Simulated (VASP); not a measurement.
# AlN (P6_3/mmc) in VASP: notebook

The runs below take AlN through single point, with PBEsol.

All numbers are computed with VASP 6.6.1; they aren't measurements. Logs are shortened: lines on timing, memory, paths and dates and some standing lists are left out, and cuts for length are marked.

## (1) The cell of the first run

The structure is hexagonal, space group P6_3/mmc (No. 194). The conventional cell has a = 3.321 Å, b = 3.321 Å, c = 4.348 Å, α = 90.00°, β = 90.00°, γ = 120.00°. Within 2.5 Å of Al (site symmetry -6m2) lie 5 N at 1.92 to 2.17 Å. Within 2.5 Å of N (site symmetry -6m2) lie 5 Al at 1.92 to 2.17 Å.

## (2) Single point, PBEsol

INCAR reads:

```
  PREC = Accurate
  ENCUT = 520
  EDIFF = 1E-6
  ISMEAR = 0
  SIGMA = 0.05
  LREAL = F
  LASPH = T
  NELM = 100
  ALGO = Normal
  ISIF = 2
  LWAVE = F
  LCHARG = F
  GGA = PS
  NBANDS = 16
```

KPOINTS reads:

```
Automatic mesh
0
Gamma
  9 9 6
```

POSCAR reads:

```
AlN
1.0
    3.3214000000      0.0000000000      0.0000000000
   -1.6607000000      2.8764167761      0.0000000000
    0.0000000000      0.0000000000      4.3483000000
Al N
2 2
Direct
    0.3333333333      0.6666666667      0.7500000000
    0.6666666667      0.3333333333      0.2500000000
    0.3333333333      0.6666666667      0.2500000000
    0.6666666667      0.3333333333      0.7500000000
```

Potentials or basis: VASP PAW PBE potentials, release 64 (Al, N).

Run with:

```sh
$ cat potpaw_PBE.64/Al/POTCAR potpaw_PBE.64/N/POTCAR > POTCAR
$ mpirun -np 1 vasp_std > vasp.out
```

OUTCAR:

```text
PREC = Accurate
   ENCUT = 520
   EDIFF = 1E-6
   ISMEAR = 0
   LREAL = F
   LASPH = T
   NELM = 100
   ISIF = 2
   GGA = PS

 ion  position               nearest neighbor table
   1  0.333  0.667  0.750-   4 1.92   4 1.92   4 1.92   3 2.17   3 2.17   2 2.90   2 2.90   2 2.90
                             2 2.90   2 2.90   2 2.90
   2  0.667  0.333  0.250-   3 1.92   3 1.92   3 1.92   4 2.17   4 2.17   1 2.90   1 2.90   1 2.90
                             1 2.90   1 2.90   1 2.90
   3  0.333  0.667  0.250-   2 1.92   2 1.92   2 1.92   1 2.17   1 2.17
   4  0.667  0.333  0.750-   1 1.92   1 1.92   1 1.92   2 2.17   2 2.17

  LATTYP: Found a hexagonal cell.
 ALAT       =     3.3214000000
 C/A-ratio  =     1.3091768531

  Lattice vectors:

 A1 = (   3.3214000000,   0.0000000000,   0.0000000000)
 A2 = (  -1.6607000000,   2.8764167761,   0.0000000000)
 A3 = (   0.0000000000,   0.0000000000,   4.3483000000)

Analysis of symmetry for initial positions (statically):
=====================================================================
 Subroutine PRICEL returns:
 Original cell was already a primitive cell.

 Routine SETGRP: Setting up the symmetry group for a
 hexagonal supercell.

 Subroutine GETGRP returns: Found 24 space group operations
 (whereof 12 operations were pure point group operations)
 out of a pool of 24 trial point group operations.

The static configuration has the point symmetry D_3d.
 The point group associated with its full space group is D_6h.

Analysis of symmetry for dynamics (positions and initial velocities):
=====================================================================
 Subroutine PRICEL returns:
 Original cell was already a primitive cell.

 Routine SETGRP: Setting up the symmetry group for a
 hexagonal supercell.

 Subroutine GETGRP returns: Found 24 space group operations
 (whereof 12 operations were pure point group operations)
 out of a pool of 24 trial point group operations.

The dynamic configuration has the point symmetry D_3d.
 The point group associated with its full space group is D_6h.

 Subroutine INISYM returns: Found 24 space group operations
 (whereof 12 operations are pure point group operations),
 and found     1 'primitive' translations

----------------------------------------------------------------------------------------

                                     Primitive cell

  volume of cell :      41.5425

  direct lattice vectors                    reciprocal lattice vectors
     3.321400000  0.000000000  0.000000000     0.301077859  0.173827383  0.000000000
    -1.660700000  2.876416776  0.000000000     0.000000000  0.347654766  0.000000000
     0.000000000  0.000000000  4.348300000     0.000000000  0.000000000  0.229974933

  length of vectors
     3.321400000  3.321400000  4.348300000     0.347654766  0.347654766  0.229974933

  position of ions in fractional coordinates (direct lattice)
     0.333333333  0.666666667  0.750000000
     0.666666667  0.333333333  0.250000000
     0.333333333  0.666666667  0.250000000
     0.666666667  0.333333333  0.750000000

  ion indices of the primitive-cell ions
   primitive index   ion index
                 1           1
                 2           2
                 3           3
                 4           4

----------------------------------------------------------------------------------------

 KPOINTS: Automatic mesh

Automatic generation of k-mesh.
 Grid dimensions read from file:
 generate k-points for:    9    9    6

 Generating k-lattice:

  Cartesian coordinates                     Fractional coordinates (reciprocal lattice)
     0.033453095  0.019314154  0.000000000     0.111111111  0.000000000  0.000000000
     0.000000000  0.038628307  0.000000000     0.000000000  0.111111111  0.000000000
     0.000000000  0.000000000  0.038329155     0.000000000  0.000000000  0.166666667

  Length of vectors
     0.038628307  0.038628307  0.038329155

  Shift w.r.t. Gamma in fractional coordinates (k-lattice)
     0.000000000  0.000000000  0.000000000

 Subroutine IBZKPT returns following result:
 ===========================================

 Found     48 irreducible k-points:

 Following reciprocal coordinates:
            Coordinates               Weight
  0.000000  0.000000  0.000000      1.000000
  0.111111  0.000000  0.000000      6.000000
  0.222222 -0.000000  0.000000      6.000000
  0.333333  0.000000  0.000000      6.000000
  0.444444 -0.000000  0.000000      6.000000
  0.111111  0.111111  0.000000      6.000000
[... 16 lines left out ...]
  0.333333  0.222222  0.166667     24.000000
  0.333333  0.333333  0.166667      4.000000
 [... further k-points ...]
   k-points           NKPTS =     48   k-points in BZ     NKDIM =     48   number of bands    NBANDS=     16
   number of dos      NEDOS =    301   number of ions     NIONS =      4
   total plane-waves  NPLWV =  25088
   dimension x,y,z NGX =    28 NGY =   28 NGZ =   32
   dimension x,y,z NGXF=    56 NGYF=   56 NGZF=   64
   ions per type =               2   2
   NGX,Y,Z   is equivalent  to a cutoff of  14.01, 14.01, 12.23 a.u.
   NGXF,Y,Z  is equivalent  to a cutoff of  28.03, 28.03, 24.47 a.u.
 SYSTEM =  unknown system
   PREC   = accura    normal or accurate (medium, high low for compatibility)
   ISTART =      0    job   : 0-new  1-cont  2-samecut
   ICHARG =      2    charge: 1-file 2-atom 10-const
   ISPIN  =      1    spin polarized calculation?
   LNONCOLLINEAR =      F non collinear calculations
   LSORBIT =      F    spin-orbit coupling
   LASPH  =      T    aspherical Exc in radial PAW
   ENCUT  =  520.0 eV  38.22 Ry    6.18 a.u.   6.18  6.18  8.08*2*pi/ulx,y,z
   NELM   =    100;   NELMIN=  2; NELMDL= -5     # of ELM steps
   EDIFF  = 0.1E-05   stopping-criterion for ELM
   LREAL  =      F    real-space projection
   EDIFFG = 0.1E-04   stopping-criterion for IOM
   NSW    =      0    number of steps for IOM
   IBRION =     -1    ionic relax: 0-MD 1-quasi-New 2-CG
   NFREE  =      0    steps in history (QN), initial steepest desc. (CG)
   ISIF   =      2    stress and relaxation
   ISYM   =      2    0-nonsym 1-usesym 2-fastsym
   POTIM  = 0.5000    time-step for ionic-motion
   TEBEG  =    0.0;   TEEND  =   0.0 temperature during run
   PSTRESS=    0.0 pullay stress
   NELECT =      16.0000    total number of electrons
   NUPDOWN=      -1.0000    fix difference up-down
   EMIN   =  10.00;   EMAX   =-10.00  energy-range for DOS
   EFERMI =   0.00;   METHOD = LEGACY
   ISMEAR =     0;   SIGMA  =   0.05  broadening in eV -4-tet -1-fermi 0-gaus
   EFERMI_NEDOS =   21; number of points for ismear=-14 and -15
   IALGO  =     38    algorithm
   IMIX   =      4    mixing-type and parameters
     AMIX     =   0.40;   BMIX     =  1.00
     AMIX_MAG =   1.60;   BMIX_MAG =  1.00
  volume/ion in A,a.u.               =      10.39        70.09
  Fermi-wavevector in a.u.,A,eV,Ry     =   1.191107  2.250865 19.303063  1.418735
  Thomas-Fermi vector in A             =   2.327176
   LORBIT       =      0    0 simple, 1 ext, 2 COOP (PROOUT), +10 PAW based schemes
   GGA     = PS    functional components
   LHFCALC =     F    Hartree Fock is set to
   AEXX    =    0.0000 exact exchange contribution
   IVDW    =     0    specifies the selected vdW correction
   LEPSILON=     F    determine dielectric tensor
   LRPA    =     F    only Hartree local field effects (RPA)
 non-spin polarized calculation
 Gauss-broadening in eV      SIGMA  =   0.05
  energy-cutoff  :      520.00
  volume of cell :       41.54
 maximum number of plane-waves:      1140
 NGX is ok and might be reduce to    28
   NGX = 13   NGY = 13   NGZ = 17

 number of electron      16.0000001 magnetization

 Free energy of the ion-electron system (eV)
  ---------------------------------------------------
  ext. energy  EPLUGINS =         0.00000000
  ---------------------------------------------------
  free energy    TOTEN  =       -30.84594378 eV

  energy without entropy =      -30.84594378  energy(sigma->0) =      -30.84594378

 E-fermi :   7.7137     XC(G=0): -11.1653

 val. band max:        7.5071044584   @ k =   0.0000   0.0000   0.0000
 cond. band min:      10.2756447389   @ k =   0.0000   0.0000   0.0000
 fundamental gap:      2.7685402806
 Fermi energy:         7.7136778893

 k-point     1 :       0.0000    0.0000    0.0000
  band No.  band energies     occupation
      1      -9.0342      2.00000
      2      -5.7573      2.00000
      3       0.6741      2.00000
      4       4.3253      2.00000
      5       4.3253      2.00000
      6       5.7793      2.00000
[... 8 lines left out ...]
     15      18.4637      0.00000
     16      19.2530      0.00000

 k-point     2 :       0.1111    0.0000    0.0000
  band No.  band energies     occupation
      1      -8.8957      2.00000
      2      -5.7378      2.00000
      3       0.8280      2.00000
      4       3.7935      2.00000
      5       4.1328      2.00000
      6       5.2524      2.00000
[... 8 lines left out ...]
     15      18.5422      0.00000
     16      18.6491      0.00000

 k-point     3 :       0.2222   -0.0000    0.0000
  band No.  band energies     occupation
      1      -8.4998      2.00000
      2      -5.7238      2.00000
      3       1.2767      2.00000
      4       2.6568      2.00000
      5       3.7381      2.00000
      6       4.2961      2.00000
[... 8 lines left out ...]
     15      17.6675      0.00000
     16      19.0855      0.00000

 k-point     4 :       0.3333    0.0000    0.0000
  band No.  band energies     occupation
      1      -7.9162      2.00000
      2      -5.8290      2.00000
      3       1.6098      2.00000
      4       1.9680      2.00000
      5       3.3779      2.00000
      6       3.4548      2.00000
[... 8 lines left out ...]
     15      18.6174      0.00000
     16      19.3383      0.00000

 k-point     5 :       0.4444   -0.0000    0.0000
  band No.  band energies     occupation
      1      -7.3383      2.00000
      2      -6.0955      2.00000
      3       1.0342      2.00000
      4       2.7051      2.00000
      5       2.9599      2.00000
      6       3.1738      2.00000
[... 8 lines left out ...]
     15      19.5463      0.00000
     16      20.0669      0.00000

 k-point     6 :       0.1111    0.1111    0.0000
  band No.  band energies     occupation
      1      -8.6281      2.00000
      2      -5.7206      2.00000
      3       1.1297      2.00000
      4       3.1859      2.00000
      5       3.4633      2.00000
      6       4.8118      2.00000
[... 8 lines left out ...]
     15      18.0722      0.00000
     16      19.0698      0.00000
[... 267 lines left out ...]
 k-point    21 :       0.4444    0.1111    0.1667
  band No.  band energies     occupation
      1      -7.0553      2.00000
      2      -6.2213      2.00000
      3       0.6821      2.00000
      4       2.1226      2.00000
      5       2.6910      2.00000
      6       3.9016      2.00000
[... 8 lines left out ...]
     15      18.8160      0.00000
     16      20.1714      0.00000

 k-point    22 :       0.2222    0.2222    0.1667
  band No.  band energies     occupation
      1      -7.4842      2.00000
      2      -6.0195      2.00000
      3       1.3286      2.00000
      4       1.6635      2.00000
      5       3.2270      2.00000
      6       3.6536      2.00000
[... 8 lines left out ...]
     15      18.6762      0.00000
     16      20.0179      0.00000

 k-point    23 :       0.3333    0.2222    0.1667
  band No.  band energies     occupation
      1      -6.9612      2.00000
      2      -6.2362      2.00000
      3       1.0208      2.00000
      4       1.7716      2.00000
      5       2.4491      2.00000
      6       4.1886      2.00000
[... 8 lines left out ...]
     15      18.4580      0.00000
     16      20.0609      0.00000

 k-point    24 :       0.3333    0.3333    0.1667
  band No.  band energies     occupation
      1      -6.5421      2.00000
      2      -6.5421      2.00000
      3       1.0858      2.00000
      4       1.9300      2.00000
      5       1.9300      2.00000
      6       4.2324      2.00000
[... 8 lines left out ...]
     15      18.1732      0.00000
     16      19.7948      0.00000

 [... further k-points ...]

------------------------ aborting loop because EDIFF is reached ----------------------------------------

  FORCE on cell =-STRESS in cart. coord.  units (eV):
  Direction    XX          YY          ZZ          XY          YZ          ZX
  --------------------------------------------------------------------------------------
  -------------------------------------------------------------------------------------
  Total       -2.3539319     -2.3539319     -3.2921539      0.0000000      0.0000000      0.0000000
  in kB      -90.7845579    -90.7845579   -126.9691502      0.0000000      0.0000000      0.0000000
  external PRESSURE =    -102.8460886 kB  Pullay stress =       0.0000000 kB

 VOLUME and BASIS-vectors are now :
 -----------------------------------------------------------------------------
  energy-cutoff  :      520.00
  volume of cell :       41.54
      direct lattice vectors                 reciprocal lattice vectors
     3.321400000  0.000000000  0.000000000     0.301077859  0.173827383  0.000000000
    -1.660700000  2.876416776  0.000000000     0.000000000  0.347654766  0.000000000
     0.000000000  0.000000000  4.348300000     0.000000000  0.000000000  0.229974933

 POSITION                                       TOTAL-FORCE (eV/Angst)
 -----------------------------------------------------------------------------------
     -0.00000      1.91761      3.26123        -0.000000      0.000000      0.000000
      1.66070      0.95881      1.08708         0.000000     -0.000000      0.000000
     -0.00000      1.91761      1.08708        -0.000000      0.000000      0.000000
      1.66070      0.95881      3.26123         0.000000      0.000000      0.000000
 -----------------------------------------------------------------------------------
    total drift:                               -0.000000     -0.000000     -0.000000

  FREE ENERGIE OF THE ION-ELECTRON SYSTEM (eV)
  ---------------------------------------------------
  free  energy   TOTEN  =       -30.8459437823 eV

  energy  without entropy=      -30.8459437823  energy(sigma->0) =      -30.84594378
```

Wall time 24 s (1 thread of Intel Xeon Platinum 8259CL at 2.50GHz (Skylake/Cascade Lake), shared host); peak memory 0.17 GiB.

Results:

```
Free energy            : -30.8459 eV
Pressure               : -10.3 GPa
Band gap on the k mesh : 2.77 eV, direct
```

Levels at points of the mesh, in eV from the valence-band top:
```
           k point  band 4  band 5  band 6  band 7  band 8  band 9  band 10  band 11  band 12  band 13
(0.00, 0.00, 0.00)   -3.18   -3.18   -1.73   -1.73    0.00    2.77     4.04     7.99     7.99    10.69
(0.00, 0.00, 0.50)   -3.78   -2.49   -2.49   -2.49   -2.49    5.20     5.20     8.24     8.24     8.24
```

Caveat: the PAW data sets were made with another functional, which shifts forces and pressure a little.

(Continued in part 2 of 3.)
